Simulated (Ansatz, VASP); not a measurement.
**Two plane-wave programs on Y2Fe**

```
Y Fe
1.0
     5.10383    0.00000    0.00000
    -2.55192    4.42005    0.00000
     0.00000    0.00000    3.08571
Y Fe
2 1
Direct
  0.33333 0.66667 0.50000
  0.66667 0.33333 0.50000
  0.00000 0.00000 0.00000
```

Alike in both runs: functional PBE; k mesh 6 × 6 × 6; occupations gaussian, width 0.1 eV; collinear spin.

Ansatz relaxed the structure, and its values are those at the end. VASP's run is a single point on that final structure, the one shown.

|  | VASP | Ansatz |
| --- | --- | --- |
| version | VASP 6.6.1 | Ansatz 0.2.0 |
| potentials or method | VASP PAW PBE potentials, release 64 (Y_sv, Fe), cutoff 520 eV | scalar-relativistic, plane waves, PAW |
| valence electrons in the cell | 30 | 38 |

Ansatz gave:

```
gap on the k mesh at the Fermi level (eV)                     : none
pressure (GPa)                                                : 0.0
net moment per atom (μB)                                      : 0.71
size of the moment on the site where the two differ most (μB) : 0.19
```

Problem. Which values does VASP return?

Solution. gap on the k mesh at the Fermi level (eV): none; pressure (GPa): -0.1; net moment per atom (μB): 0.69; size of the moment on the site where the two differ most (μB): 0.30.

Site moments also hang on the region over which each program counts them. A gap of «none» marks a metal or a gap that the smearing closes. With one functional, cell and mesh, what is left measures potentials, basis and numerics. VASP's potentials hold 30 valence electrons a cell and Ansatz's 38, so a difference there can come from the potentials and not from the codes.
